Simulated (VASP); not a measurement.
# Ta in VASP: single point with r2SCAN

Aim: the single point of Ta with r2SCAN.

Everything below comes from runs of VASP 6.6.1. Logs are shortened: lines on timing, memory, paths and dates and some standing lists are left out, and cuts for length are marked.

## (1) The cell of the first run

The cell holds a slab with vacuum, 5 atoms: a = 2.860 Å, b = 2.860 Å, c = 24.341 Å, α = 90.00°, β = 90.00°, γ = 109.47°.

## (2) Single point, r2SCAN

The input, POSCAR:

```
Ta
1.0
    2.8601008575      0.0000000000      0.0000000000
   -0.9533669525      2.6965289483      0.0000000000
    0.0000000000      0.0000000000     24.3410502851
Ta
5
Direct
    0.5000000000      0.5000000000      0.3081214620
    0.0000000000      0.0000000000      0.4040607310
    0.5000000000      0.5000000000      0.5000000000
    0.0000000000      0.0000000000      0.5959392690
    0.5000000000      0.5000000000      0.6918785380
```

The input, INCAR.step1:

```
ALGO = Normal ; DIPOL = 0.5 0.5 0.500
EDIFF = 1E-5 ; EFERMI = MIDGAP
ENCUT = 440 ; GGA = PE
GGA_COMPAT = False ; IDIPOL = 3
ISIF = 0 ; ISMEAR = 0
LASPH = True ; LCHARG = True
LDIPOL = True ; LREAL = False
LWAVE = True ; NELM = 100
NELMDL = -8 ; PREC = Accurate
SIGMA = 0.03
```

The input, INCAR.step2:

```
ALGO = All ; DIPOL = 0.5 0.5 0.500
EDIFF = 1E-6 ; EFERMI = MIDGAP
ENCUT = 440 ; GGA_COMPAT = False
IDIPOL = 3 ; ISEARCH = 1
ISIF = 0 ; ISMEAR = 0
ISTART = 1 ; LASPH = True
LCHARG = False ; LDIPOL = True
LMIXTAU = True ; LREAL = False
LWAVE = False ; METAGGA = R2SCAN
NELM = 100 ; NELMDL = -8
PREC = Accurate ; SIGMA = 0.03
```

The input, KPOINTS:

```
k-points
0
Gamma
  6 6 1
```

Potentials or basis: VASP PAW PBE potentials, release 64 (Ta_pv).

Launch:

```
$ cat potpaw_PBE.64/Ta_pv/POTCAR > POTCAR
$ cp INCAR.step1 INCAR
$ mpirun -np 1 vasp_std > vasp.out
$ cp INCAR.step2 INCAR
$ mpirun -np 1 vasp_std > vasp.out
```

OUTCAR:

```text
EDIFF = 1E-6
   EFERMI = MIDGAP
   ENCUT = 440
   ISIF = 0
   ISMEAR = 0
   ISTART = 1
   LASPH = True
   LREAL = False
   METAGGA = R2SCAN
   NELM = 100
   NELMDL = -8
   PREC = Accurate

 Found     13 irreducible k-points:

 Following reciprocal coordinates:
            Coordinates               Weight
  0.000000  0.000000  0.000000      1.000000
  0.166667  0.000000  0.000000      4.000000
  0.333333  0.000000  0.000000      4.000000
  0.500000  0.000000  0.000000      2.000000
  0.166667  0.166667  0.000000      2.000000
  0.333333  0.166667  0.000000      4.000000
   k-points           NKPTS =     13   k-points in BZ     NKDIM =     13   number of bands    NBANDS=     33
   number of dos      NEDOS =    301   number of ions     NIONS =      5
   total plane-waves  NPLWV =  67200
   dimension x,y,z NGX =    20 NGY =   20 NGZ =  168
   dimension x,y,z NGXF=    40 NGYF=   40 NGZF=  336
   ions per type =               5
   NGX,Y,Z   is equivalent  to a cutoff of  11.63, 11.63, 11.47 a.u.
   NGXF,Y,Z  is equivalent  to a cutoff of  23.25, 23.25, 22.95 a.u.
 SYSTEM =  unknown system
   PREC   = accura    normal or accurate (medium, high low for compatibility)
   ISTART =      1    job   : 0-new  1-cont  2-samecut
   ICHARG =      0    charge: 1-file 2-atom 10-const
   ISPIN  =      1    spin polarized calculation?
   LNONCOLLINEAR =      F non collinear calculations
   LSORBIT =      F    spin-orbit coupling
   LASPH  =      T    aspherical Exc in radial PAW
   ENCUT  =  440.0 eV  32.34 Ry    5.69 a.u.   4.89  4.89 41.63*2*pi/ulx,y,z
   NELM   =    100;   NELMIN=  2; NELMDL= -8     # of ELM steps
   EDIFF  = 0.1E-05   stopping-criterion for ELM
   LREAL  =      F    real-space projection
   EDIFFG = 0.1E-04   stopping-criterion for IOM
   NSW    =      0    number of steps for IOM
   IBRION =     -1    ionic relax: 0-MD 1-quasi-New 2-CG
   NFREE  =      0    steps in history (QN), initial steepest desc. (CG)
   ISIF   =      0    stress and relaxation
   ISYM   =      2    0-nonsym 1-usesym 2-fastsym
   POTIM  = 0.5000    time-step for ionic-motion
   TEBEG  =    0.0;   TEEND  =   0.0 temperature during run

   SCALEE = 1.0000    scale energy and forces
   PSTRESS=    0.0 pullay stress
   NELECT =      55.0000    total number of electrons
   NUPDOWN=      -1.0000    fix difference up-down
   EMIN   =  10.00;   EMAX   =-10.00  energy-range for DOS
   EFERMI =   0.00;   METHOD = MIDGAP
   ISMEAR =     0;   SIGMA  =   0.03  broadening in eV -4-tet -1-fermi 0-gaus
   EFERMI_NEDOS =   21; number of points for ismear=-14 and -15
   IALGO  =     58    algorithm
   IMIX   =      4    mixing-type and parameters
     AMIX     =   0.40;   BMIX     =  1.00
     AMIX_MAG =   1.60;   BMIX_MAG =  1.00
  volume/ion in A,a.u.               =      37.55       253.37
  Fermi-wavevector in a.u.,A,eV,Ry     =   1.087311  2.054720 16.085425  1.182245
  Thomas-Fermi vector in A             =   2.223468
   LORBIT       =      0    0 simple, 1 ext, 2 COOP (PROOUT), +10 PAW based schemes
   METAGGA = R2SCAN    functional components
   LHFCALC =     F    Hartree Fock is set to
   AEXX    =    0.0000 exact exchange contribution
   IVDW    =     0    specifies the selected vdW correction
   LEPSILON=     F    determine dielectric tensor
   LRPA    =     F    only Hartree local field effects (RPA)

   CSHIFT  =0.1000    complex shift for real part using Kramers Kronig

   OMEGAMAX=  -1.0    maximum frequency
 non-spin polarized calculation
 Gauss-broadening in eV      SIGMA  =   0.03
  energy-cutoff  :      440.00
  volume of cell :      187.73
 maximum number of plane-waves:      3992
   NGX =  9   NGY =  9   NGZ = 83

 added-field ion interaction          0.000000 eV  (added to PSCEN)

 number of electron      55.0000010 magnetization

 DIPCOR: dipole corrections for dipol
 direction  3 min pos     1,
 dipolmoment           0.000000      0.000000      0.000000 electrons x Angstroem
 Tr[quadrupol]      -147.407334

 energy correction for charged system         0.000000 eV

 dipol+quadrupol energy correction           -0.000000 eV

 added-field ion interaction         -0.000000 eV  (added to PSCEN)

 Free energy of the ion-electron system (eV)
  ---------------------------------------------------
  ext. energy  EPLUGINS =         0.00000000
  ---------------------------------------------------
  free energy    TOTEN  =      -240.29905019 eV

  energy without entropy =     -240.29412780  energy(sigma->0) =     -240.29658900

 E-fermi :   0.1864     XC(G=0):  -7.4368

 val. band max:        0.1662419917   @ k =  -0.1667   0.1667   0.0000
 cond. band min:       0.2034126309   @ k =   0.1667   0.1667   0.0000
 fundamental gap:      0.0371706393
 Fermi energy:         0.1864038904

 k-point     1 :       0.0000    0.0000    0.0000
  band No.  band energies     occupation
      1     -35.4205      2.00000
      2     -35.3534      2.00000
      3     -35.0141      2.00000
      4     -34.6731      2.00000
      5     -34.6699      2.00000
      6     -34.5933      2.00000
[... 25 lines left out ...]
     32       1.3084      0.00000
     33       2.2360      0.00000

 k-point     2 :       0.1667    0.0000    0.0000
  band No.  band energies     occupation
      1     -35.3495      2.00000
      2     -35.3166      2.00000
      3     -35.0424      2.00000
      4     -34.8698      2.00000
      5     -34.8059      2.00000
      6     -34.6675      2.00000
[... 25 lines left out ...]
     32       1.6283      0.00000
     33       2.8293      0.00000

 k-point     3 :       0.3333    0.0000    0.0000
  band No.  band energies     occupation
      1     -35.3221      2.00000
      2     -35.3037      2.00000
      3     -35.2563      2.00000
      4     -35.2379      2.00000
      5     -35.0236      2.00000
      6     -35.0109      2.00000
[... 25 lines left out ...]
     32       3.0040      0.00000
     33       3.5608      0.00000

 k-point     4 :       0.5000    0.0000    0.0000
  band No.  band energies     occupation
      1     -35.5016      2.00000
      2     -35.4888      2.00000
      3     -35.3599      2.00000
      4     -35.2969      2.00000
      5     -35.2271      2.00000
      6     -34.9847      2.00000
[... 25 lines left out ...]
     32       3.6952      0.00000
     33       3.9747      0.00000

 k-point     5 :       0.1667    0.1667    0.0000
  band No.  band energies     occupation
      1     -35.2720      2.00000
      2     -35.2572      2.00000
      3     -35.1009      2.00000
      4     -35.0287      2.00000
      5     -34.8813      2.00000
      6     -34.7743      2.00000
[... 25 lines left out ...]
     32       1.8350      0.00000
     33       2.5167      0.00000

 k-point     6 :       0.3333    0.1667    0.0000
  band No.  band energies     occupation
      1     -35.3164      2.00000
      2     -35.2970      2.00000
      3     -35.2569      2.00000
      4     -35.2162      2.00000
      5     -35.0540      2.00000
      6     -34.9372      2.00000
[... 25 lines left out ...]
     32       2.2025      0.00000
     33       3.3928      0.00000

 [... further k-points ...]

------------------------ aborting loop because EDIFF is reached ----------------------------------------

 vacuum level on the upper side and lower side of the slab       (xc-potential included)         0.110         0.110

 VOLUME and BASIS-vectors are now :
 -----------------------------------------------------------------------------
  energy-cutoff  :      440.00
  volume of cell :      187.73
      direct lattice vectors                 reciprocal lattice vectors
     2.860100857  0.000000000  0.000000000     0.349638020  0.123615707  0.000000000
    -0.953366953  2.696528948  0.000000000     0.000000000  0.370847122  0.000000000
     0.000000000  0.000000000 24.341050285     0.000000000  0.000000000  0.041082862

 POSITION                                       TOTAL-FORCE (eV/Angst)
 -----------------------------------------------------------------------------------
      0.95337      1.34826      7.50000         0.000000      0.000000      0.548307
      0.00000      0.00000      9.83526         0.000000      0.000000     -0.475937
      0.95337      1.34826     12.17053         0.000000      0.000000      0.000000
      0.00000      0.00000     14.50579        -0.000000      0.000000      0.475937
      0.95337      1.34826     16.84105         0.000000      0.000000     -0.548307
 -----------------------------------------------------------------------------------
    total drift:                               -0.000000      0.000000      0.000000

  FREE ENERGIE OF THE ION-ELECTRON SYSTEM (eV)
  ---------------------------------------------------
  free  energy   TOTEN  =      -240.2990501932 eV

  energy  without entropy=     -240.2941277447  energy(sigma->0) =     -240.29658897

 vacuum level on the upper side and lower side of the slab         5.218         5.218
```

OSZICAR.step1:

```text
N       E                     dE             d eps       ncg     rms          rms(c)
DAV:   1     0.451870905259E+03    0.45187E+03   -0.29573E+04  1058   0.135E+03
DAV:   2    -0.399774760510E+02   -0.49185E+03   -0.48505E+03   979   0.393E+02
DAV:   3    -0.605780504134E+02   -0.20601E+02   -0.20062E+02  1112   0.682E+01
DAV:   4    -0.614113108792E+02   -0.83326E+00   -0.82711E+00  1236   0.124E+01
[... 13 lines left out ...]
DAV:  18    -0.566489385000E+02    0.69928E-03   -0.39461E-03  1050   0.457E-01    0.120E-01
DAV:  19    -0.566489145684E+02    0.23932E-04   -0.21771E-03  1217   0.225E-01    0.723E-02
DAV:  20    -0.566488105583E+02    0.10401E-03   -0.86061E-04  1146   0.156E-01    0.512E-02
DAV:  21    -0.566487966068E+02    0.13952E-04   -0.15171E-04   922   0.551E-02    0.142E-02
DAV:  22    -0.566487891933E+02    0.74135E-05   -0.83337E-05   865   0.484E-02
   1 F= -.56648789E+02 E0= -.56646277E+02  d E =-.502431E-02
```

Run time: 22 min. Hardware: 1 thread of Intel Xeon Platinum 8259CL at 2.50GHz (Skylake/Cascade Lake), shared host; peak memory 0.31 GiB.

What came out:

```
Free energy            : -240.2991 eV
Largest force          : 0.548 eV/Å
Band gap on the k mesh : zero (an odd number of electrons rules out a gap without spin polarisation)
```

Forces in eV/Å, atoms in the order of the input:
```
Ta   0.000  0.000  0.548
Ta   0.000  0.000 -0.476
Ta   0.000  0.000  0.000
Ta   0.000  0.000  0.476
Ta   0.000  0.000 -0.548
```

Levels at points of the mesh, in eV from the Fermi level:
```tsv
k point	band 23	band 24	band 25	band 26	band 27	band 28	band 29	band 30	band 31	band 32
(0.00, 0.00, 0.00)	-0.68	-0.37	-0.34	-0.02	0.30	0.34	0.56	0.70	1.08	1.12
(0.50, 0.00, 0.00)	-1.50	-1.50	-1.42	-0.45	-0.08	0.50	1.02	1.51	3.37	3.51
(0.50, 0.50, 0.00)	-1.79	-1.26	-0.28	-0.22	1.31	1.87	1.97	2.31	2.37	3.28
```

Caveat: the k points lie up to 0.39 Å⁻¹ apart, too coarse for converged energies and pressures of a metal; the PAW data sets were made with another functional, which shifts forces and pressure a little; spin-orbit coupling is left out, which moves the levels of the heavy elements.

The gap in the log of VASP goes by the Fermi energy; the results here count the filled bands.